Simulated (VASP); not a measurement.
# Au (Im-3m) in VASP: a series of runs

Au is run at these levels: PBEsol; tasks: relaxation of cell and atoms, single point.

Program: VASP 6.6.1. These are calculated values, not measurements. Logs are shortened: lines on timing, memory, paths and dates and some standing lists are left out, and cuts for length are marked.

### 1 The cell of the first run

It takes space group Im-3m (No. 229, cubic). Conventional cell: a = 3.242 Å, b = 3.242 Å, c = 3.242 Å, α = 90.00°, β = 90.00°, γ = 90.00°. Within 3.7 Å of Au (site symmetry m-3m) lie 14 Au at 2.81 to 3.24 Å.

This isn't the form of Au at room conditions, which is fcc.

### 2 Relaxation of cell and atoms, PBEsol

INCAR reads:

```
SYSTEM = Au
PREC = Accurate ; ENCUT = 600
EDIFF = 1E-6 ; ISMEAR = 0
SIGMA = 0.1 ; LREAL = .FALSE.
LASPH = .TRUE. ; NELM = 100
ALGO = Fast ; ISIF = 3
LWAVE = .FALSE. ; LCHARG = .FALSE.
GGA = PS ; IBRION = 2
NSW = 80 ; EDIFFG = -0.015
```

KPOINTS reads:

```
regular mesh
0
G
  14 14 14
  0 0 0
```

POSCAR reads:

```
Au
1.0
    3.2421467883      0.0000000000      0.0000000000
    0.0000000000      3.2421467883      0.0000000000
   -1.6210733942     -1.6210733942      4.8632201825
Au
3
Direct
    0.0000000000      0.0000000000      0.0000000000
    0.3333333333      0.3333333333      0.6666666667
    0.6666666667      0.6666666667      0.3333333333
```

Potentials or basis: VASP PAW PBE potentials, release 64 (Au).

Launch:

```console
> cat potpaw_PBE.64/Au/POTCAR > POTCAR
> mpirun -np 1 vasp_std > vasp.out
```

OUTCAR:

```text
SYSTEM = Au
   PREC = Accurate
   ENCUT = 600
   EDIFF = 1E-6
   ISMEAR = 0
   LREAL = .FALSE.
   LASPH = .TRUE.
   NELM = 100
   ISIF = 3
   GGA = PS
   IBRION = 2
   NSW = 80
   EDIFFG = -0.015

 ion  position               nearest neighbor table
   1  0.000  0.000  0.000-   2 2.81   3 2.81   3 2.81   3 2.81   2 2.81   2 2.81   3 2.81   2 2.81
                             3 3.24   2 3.24
   2  0.333  0.333  0.667-   1 2.81   3 2.81   1 2.81   1 2.81   1 2.81   3 2.81   3 2.81   3 2.81
                             3 3.24   1 3.24
   3  0.667  0.667  0.333-   1 2.81   2 2.81   1 2.81   1 2.81   1 2.81   2 2.81   2 2.81   2 2.81
                             2 3.24   1 3.24

  LATTYP: Found a body centered tetragonal cell.
 ALAT       =     3.2421467883
 C/A-ratio  =     3.0000000000

  Lattice vectors:

 A1 = (   1.6210733942,  -1.6210733941,  -4.8632201825)
 A2 = (  -1.6210733941,   1.6210733942,  -4.8632201825)
 A3 = (   1.6210733941,   1.6210733941,   4.8632201825)

Analysis of symmetry for initial positions (statically):
=====================================================================
 Subroutine PRICEL returns following result:

  LATTYP: Found a body centered cubic cell.
 ALAT       =     3.2421467885

  Lattice vectors:

 A1 = (  -1.6210733938,   1.6210733945,  -1.6210733945)
 A2 = (  -1.6210733940,  -1.6210733940,   1.6210733940)
 A3 = (   1.6210733938,   1.6210733938,   1.6210733945)

   3 primitive cells build up your supercell.

 Routine SETGRP: Setting up the symmetry group for a
 body centered tetragonal supercell.

 Subroutine GETGRP returns: Found 16 space group operations
 (whereof 16 operations were pure point group operations)
 out of a pool of 16 trial point group operations.

The static configuration has the point symmetry D_4h.

Analysis of symmetry for dynamics (positions and initial velocities):
=====================================================================
 Subroutine PRICEL returns following result:

  LATTYP: Found a body centered cubic cell.
 ALAT       =     3.2421467885

  Lattice vectors:

 A1 = (  -1.6210733938,   1.6210733945,  -1.6210733945)
 A2 = (  -1.6210733940,  -1.6210733940,   1.6210733940)
 A3 = (   1.6210733938,   1.6210733938,   1.6210733945)

   3 primitive cells build up your supercell.

 Routine SETGRP: Setting up the symmetry group for a
 body centered tetragonal supercell.

 Subroutine GETGRP returns: Found 16 space group operations
 (whereof 16 operations were pure point group operations)
 out of a pool of 16 trial point group operations.

The dynamic configuration has the point symmetry D_4h.

 Subroutine INISYM returns: Found 16 space group operations
 (whereof 16 operations are pure point group operations),
 and found     3 'primitive' translations

----------------------------------------------------------------------------------------

                                     Primitive cell

  volume of cell :      17.0399

  direct lattice vectors                    reciprocal lattice vectors
    -1.621073394  1.621073394 -1.621073394    -0.308437608  0.308437608 -0.000000000
    -1.621073394 -1.621073394  1.621073394    -0.308437608  0.000000000  0.308437608
     1.621073394  1.621073394  1.621073394    -0.000000000  0.308437608  0.308437608

  length of vectors
     2.807781482  2.807781481  2.807781481     0.436196648  0.436196648  0.436196648

  position of ions in fractional coordinates (direct lattice)
     0.000000000  0.000000000  0.000000000

  ion indices of the primitive-cell ions
   primitive index   ion index
                 1           1

----------------------------------------------------------------------------------------

 KPOINTS: regular mesh

Automatic generation of k-mesh.
 Grid dimensions read from file:
 generate k-points for:   14   14   14

 Generating k-lattice:

  Cartesian coordinates                     Fractional coordinates (reciprocal lattice)
     0.022031258  0.000000000  0.007343753     0.071428571  0.000000000  0.000000000
     0.000000000  0.022031258  0.007343753     0.000000000  0.071428571  0.000000000
     0.000000000  0.000000000  0.014687505     0.000000000  0.000000000  0.071428571

  Length of vectors
     0.023222985  0.023222985  0.014687505

  Shift w.r.t. Gamma in fractional coordinates (k-lattice)
     0.000000000  0.000000000  0.000000000

 Subroutine IBZKPT returns following result:
 ===========================================

 Found    244 irreducible k-points:

 Following reciprocal coordinates:
            Coordinates               Weight
  0.000000  0.000000  0.000000      1.000000
  0.071429  0.000000 -0.000000      8.000000
  0.142857  0.000000 -0.000000      8.000000
  0.214286  0.000000 -0.000000      8.000000
  0.285714  0.000000 -0.000000      8.000000
  0.357143  0.000000 -0.000000      8.000000
[... 16 lines left out ...]
  0.214286  0.142857 -0.000000     16.000000
  0.285714  0.142857 -0.000000     16.000000
 [... further k-points ...]
   k-points           NKPTS =    244   k-points in BZ     NKDIM =    244   number of bands    NBANDS=     20
   number of dos      NEDOS =    301   number of ions     NIONS =      3
   total plane-waves  NPLWV =  37632
   dimension x,y,z NGX =    28 NGY =   28 NGZ =   48
   dimension x,y,z NGXF=    56 NGYF=   56 NGZF=   96
   ions per type =               3
   NGX,Y,Z   is equivalent  to a cutoff of  14.36, 14.36, 14.84 a.u.
   NGXF,Y,Z  is equivalent  to a cutoff of  28.71, 28.71, 29.68 a.u.
 SYSTEM =  Au
   PREC   = accura    normal or accurate (medium, high low for compatibility)
   ISTART =      0    job   : 0-new  1-cont  2-samecut
   ICHARG =      2    charge: 1-file 2-atom 10-const
   ISPIN  =      1    spin polarized calculation?
   LNONCOLLINEAR =      F non collinear calculations
   LSORBIT =      F    spin-orbit coupling
   LASPH  =      T    aspherical Exc in radial PAW
   ENCUT  =  600.0 eV  44.10 Ry    6.64 a.u.   6.48  6.48 10.74*2*pi/ulx,y,z
   NELM   =    100;   NELMIN=  2; NELMDL= -5     # of ELM steps
   EDIFF  = 0.1E-05   stopping-criterion for ELM
   LREAL  =      F    real-space projection
   EDIFFG = -.1E-01   stopping-criterion for IOM
   NSW    =     80    number of steps for IOM
   IBRION =      2    ionic relax: 0-MD 1-quasi-New 2-CG
   NFREE  =      1    steps in history (QN), initial steepest desc. (CG)
   ISIF   =      3    stress and relaxation
   ISYM   =      2    0-nonsym 1-usesym 2-fastsym
   POTIM  = 0.5000    time-step for ionic-motion
   TEBEG  =    0.0;   TEEND  =   0.0 temperature during run
   PSTRESS=    0.0 pullay stress
   NELECT =      33.0000    total number of electrons
   NUPDOWN=      -1.0000    fix difference up-down
   EMIN   =  10.00;   EMAX   =-10.00  energy-range for DOS
   EFERMI =   0.00;   METHOD = LEGACY
   ISMEAR =     0;   SIGMA  =   0.10  broadening in eV -4-tet -1-fermi 0-gaus
   EFERMI_NEDOS =   21; number of points for ismear=-14 and -15
   IALGO  =     68    algorithm
   IMIX   =      4    mixing-type and parameters
     AMIX     =   0.40;   BMIX     =  1.00
     AMIX_MAG =   1.60;   BMIX_MAG =  1.00
  volume/ion in A,a.u.               =      17.04       114.99
  Fermi-wavevector in a.u.,A,eV,Ry     =   1.414869  2.673716 27.236900  2.001856
  Thomas-Fermi vector in A             =   2.536367
   LORBIT       =      0    0 simple, 1 ext, 2 COOP (PROOUT), +10 PAW based schemes
   GGA     = PS    functional components
   LHFCALC =     F    Hartree Fock is set to
   AEXX    =    0.0000 exact exchange contribution
   IVDW    =     0    specifies the selected vdW correction
   LEPSILON=     F    determine dielectric tensor
   LRPA    =     F    only Hartree local field effects (RPA)
 conjugate gradient relaxation of ions
 non-spin polarized calculation
 RMM-DIIS sequential band-by-band and
 Gauss-broadening in eV      SIGMA  =   0.10
  energy-cutoff  :      600.00
  volume of cell :       51.12
 maximum number of plane-waves:      1740
 NGX is ok and might be reduce to    28

--------------------------------------- Ionic step        1  -------------------------------------------

 number of electron      33.0000000 magnetization

 Free energy of the ion-electron system (eV)
  ---------------------------------------------------
  ext. energy  EPLUGINS =         0.00000000
  ---------------------------------------------------
  free energy    TOTEN  =       -11.70568844 eV

  energy without entropy =      -11.70117556  energy(sigma->0) =      -11.70343200

------------------------ aborting loop because EDIFF is reached ----------------------------------------

  FORCE on cell =-STRESS in cart. coord.  units (eV):
  Direction    XX          YY          ZZ          XY          YZ          ZX
  --------------------------------------------------------------------------------------
  -------------------------------------------------------------------------------------
  Total       -0.0329218     -0.0329218      0.1542219      0.0000000     -0.0000000     -0.0000000
  in kB       -1.0318209     -1.0318209      4.8335622      0.0000000     -0.0000000     -0.0000000
  external PRESSURE =       0.9233068 kB  Pullay stress =       0.0000000 kB
[... 92 lines left out ...]
  FREE ENERGIE OF THE ION-ELECTRON SYSTEM (eV)
  ---------------------------------------------------
  free  energy   TOTEN  =       -11.7065631746 eV

  energy  without entropy=      -11.7026164109  energy(sigma->0) =      -11.70458979

[... ionic steps 4 to 20 ...]

--------------------------------------- Ionic step       21  -------------------------------------------

 number of electron      33.0000004 magnetization

------------------------ aborting loop because EDIFF is reached ----------------------------------------

  FORCE on cell =-STRESS in cart. coord.  units (eV):
  Direction    XX          YY          ZZ          XY          YZ          ZX
  --------------------------------------------------------------------------------------
  -------------------------------------------------------------------------------------
  Total        0.2815588      0.2815588      0.2299769      0.0000000     -0.0000000     -0.0000000
  in kB        8.8920849      8.8920849      7.2630442      0.0000000     -0.0000000     -0.0000000
  external PRESSURE =       8.3490713 kB  Pullay stress =       0.0000000 kB
[... 59 lines left out ...]
  energy  without entropy=      -11.7654389072  energy(sigma->0) =      -11.76713891

--------------------------------------- Ionic step       23  -------------------------------------------

 number of electron      33.0000005 magnetization

 Free energy of the ion-electron system (eV)
  ---------------------------------------------------
  ext. energy  EPLUGINS =         0.00000000
  ---------------------------------------------------
  free energy    TOTEN  =       -11.77020825 eV

  energy without entropy =      -11.76682212  energy(sigma->0) =      -11.76851519

 E-fermi :   9.2965     XC(G=0): -12.9018

 val. band max:        9.2728504213   @ k =   0.5000   0.2143   0.0714
 cond. band min:       9.3098389613   @ k =   0.5000   0.1429  -0.0000
 fundamental gap:      0.0369885400
 Fermi energy:         9.2964727551

 k-point     1 :       0.0000    0.0000    0.0000
  band No.  band energies     occupation
      1      -0.6255      2.00000
      2       2.4755      2.00000
      3       2.4755      2.00000
      4       3.0276      2.00000
      5       3.0276      2.00000
      6       4.5780      2.00000
[... 12 lines left out ...]
     19      21.5896      0.00000
[... 513 lines left out ...]
      4       3.7332      2.00000
      5       3.8762      2.00000
      6       4.3564      2.00000
[... 12 lines left out ...]
     19      14.0206      0.00000
     20      16.4071      0.00000

 [... further k-points ...]

------------------------ aborting loop because EDIFF is reached ----------------------------------------

  FORCE on cell =-STRESS in cart. coord.  units (eV):
  Direction    XX          YY          ZZ          XY          YZ          ZX
  --------------------------------------------------------------------------------------
  -------------------------------------------------------------------------------------
  Total       -0.0027090     -0.0027090     -0.0199780      0.0000000      0.0000000      0.0000000
  in kB       -0.0851355     -0.0851355     -0.6278538      0.0000000      0.0000000      0.0000000
  external PRESSURE =      -0.2660416 kB  Pullay stress =       0.0000000 kB
[... 18 lines left out ...]
  FREE ENERGIE OF THE ION-ELECTRON SYSTEM (eV)
  ---------------------------------------------------
  free  energy   TOTEN  =       -11.7702082537 eV

  energy  without entropy=      -11.7668221248  energy(sigma->0) =      -11.76851519

 reached required accuracy - stopping structural energy minimisation
```

It took 24 min on 1 thread of Intel Xeon 6975P-C (Granite Rapids), shared host; peak memory 0.42 GiB.

What came out:

```
Free energy                           : -11.7702 eV
Relaxed volume                        : 16.99 Å³/atom
Relaxed cell                          : a = 2.903 Å, b = 2.903 Å, c = 6.388 Å, α = 103.13°, β = 103.13°, γ = 90.00°
Space group after relaxing (to 0.1 Å) : I4/mmm (No. 139)
Energy gained by relaxing             : 21.5 meV/atom
Ionic steps                           : 23
Pressure after relaxing               : 0.0 GPa
Band gap on the k mesh                : zero (an odd number of electrons rules out a gap without spin polarisation)
```

Step by step:
| step | energy change (eV) | largest force (eV/Å) | pressure (GPa) | volume (Å³) |
| --- | --- | --- | --- | --- |
| 1 | 0.0000 | 0.0000 | 0.09 | 51.12 |
| 2 | -0.0004 | 0.0000 | -0.20 | 51.19 |
| 3 | -0.0009 | 0.0000 | -0.87 | 51.40 |
| 4 | -0.0009 | 0.0000 | -0.88 | 51.40 |
| 5 | -0.0011 | 0.0000 | -0.89 | 51.40 |
| 6 | -0.0015 | 0.0000 | -0.90 | 51.41 |
| 7 | -0.0021 | 0.0000 | -0.93 | 51.41 |
| 8 | -0.0033 | 0.0000 | -0.96 | 51.42 |
| 9 | -0.0051 | 0.0000 | -1.01 | 51.43 |
| 10 | -0.0126 | 0.0000 | -0.92 | 51.40 |
| 11 | -0.0285 | 0.0000 | -0.20 | 51.15 |
| 12 | -0.0517 | 0.0000 | 3.79 | 49.95 |
| 13 | -0.0591 | 0.0000 | 2.30 | 50.37 |
| 14 | -0.0569 | 0.0000 | 3.06 | 50.15 |
| 15 | -0.0557 | 0.0000 | 3.24 | 50.09 |
| 16 | -0.0561 | 0.0000 | 3.13 | 50.12 |
| 17 | -0.0563 | 0.0000 | 2.90 | 50.18 |
| 18 | -0.0569 | 0.0000 | 2.76 | 50.20 |
| 19 | -0.0583 | 0.0000 | 2.49 | 50.28 |
| 20 | -0.0608 | 0.0000 | 1.90 | 50.43 |
| 21 | -0.0638 | 0.0000 | 0.83 | 50.73 |
| 22 | -0.0632 | 0.0000 | -1.28 | 51.33 |
| 23 | -0.0645 | 0.0000 | -0.03 | 50.98 |

Final structure:
```cif
data_structure
_symmetry_space_group_name_H-M 'P 1'
_symmetry_Int_Tables_number 1
_cell_length_a 2.9029
_cell_length_b 2.9029
_cell_length_c 6.3884
_cell_angle_alpha 103.133
_cell_angle_beta 103.133
_cell_angle_gamma 90.000
_cell_volume 50.98
loop_
_atom_site_label
_atom_site_type_symbol
_atom_site_fract_x
_atom_site_fract_y
_atom_site_fract_z
_atom_site_occupancy
Au1 Au 0.00000 0.00000 0.00000 1
Au2 Au 0.33333 0.33333 0.66667 1
Au3 Au 0.66667 0.66667 0.33333 1
```

Levels at points of the mesh, in eV from the Fermi level:
```
           k point  band 14  band 15  band 16  band 17  band 18  band 19  band 20
(0.00, 0.00, 0.00)    -2.65    -2.65    -2.65    -2.30    -2.30    12.29    12.29
(0.50, 0.00, 0.00)    -1.96    -1.88    -1.01    -0.38    -0.38     3.10     6.43
(0.50, 0.50, 0.00)    -1.66    -1.54     0.88     4.18     4.18     4.80     4.80
(0.00, 0.00, 0.50)    -2.93    -1.97    -1.59    -1.59     1.18     9.78     9.78
```

Caveat: a cell axis changed by over 15 % at a fixed basis, so the end point is rough; the PAW data sets were made with another functional, which shifts forces and pressure a little; spin-orbit coupling is left out, which moves the levels of the heavy elements.

### 3 Single point, PBEsol

This run uses another cell than the first one: it holds 8 atoms, not 3.

INCAR reads:

```
PREC = Accurate
ENCUT = 520
EDIFF = 1E-6
ISMEAR = 0
SIGMA = 0.15
LREAL = F
LASPH = T
NELM = 60
ALGO = Fast
ISIF = 2
LWAVE = F
LCHARG = F
GGA = PS
NBANDS = 54
```

KPOINTS reads:

```
regular mesh
0
Gamma
  14 14 14
```

POSCAR reads:

```
Au
1.0
   -3.2421467888     -3.2421467888      3.2421467888
   -3.2421467888      3.2421467888     -3.2421467888
    3.2421467888     -3.2421467888     -3.2421467888
Au
8
Direct
    0.5000000000      0.5000000000      0.5000000000
    0.0000000000      0.5000000000      0.5000000000
    0.5000000000      0.0000000000      0.5000000000
    0.0000000000      0.0000000000      0.5000000000
    0.5000000000      0.5000000000      0.0000000000
    0.0000000000      0.5000000000      0.0000000000
    0.5000000000      0.0000000000      0.0000000000
    0.0000000000      0.0000000000      0.0000000000
```

Potentials or basis: VASP PAW PBE potentials, release 64 (Au).

Launch:

```console
> cat potpaw_PBE.64/Au/POTCAR > POTCAR
> mpirun -np 1 vasp_std > vasp.out
```

Run time: 12 min. Hardware: 1 thread of Intel Xeon Platinum 8488C (Sapphire Rapids), shared host; peak memory 0.61 GiB.

The run converged. Its results:

```yaml
Free_energy: -31.2356 eV
Pressure: -0.2 GPa
Band_gap_on_the_k_mesh: zero (bands 44 and 45 overlap by 2.88 eV)
```

Levels at points of the mesh, in eV from the Fermi level:
```
           k point  band 42  band 43  band 44  band 45  band 46  band 47
(0.00, 0.00, 0.00)    -0.67    -0.67    -0.67    -0.67    -0.67    -0.67
(0.50, 0.00, 0.00)    -1.53     0.53     0.53     0.53     0.53     3.46
(0.50, 0.50, 0.50)    -1.92    -1.92    -1.92    -1.92    -1.92     2.87
```

Caveat: the PAW data sets were made with another functional, which shifts forces and pressure a little; spin-orbit coupling is left out, which moves the levels of the heavy elements.

The gap in the log of VASP goes by the Fermi energy; the results here count the filled bands.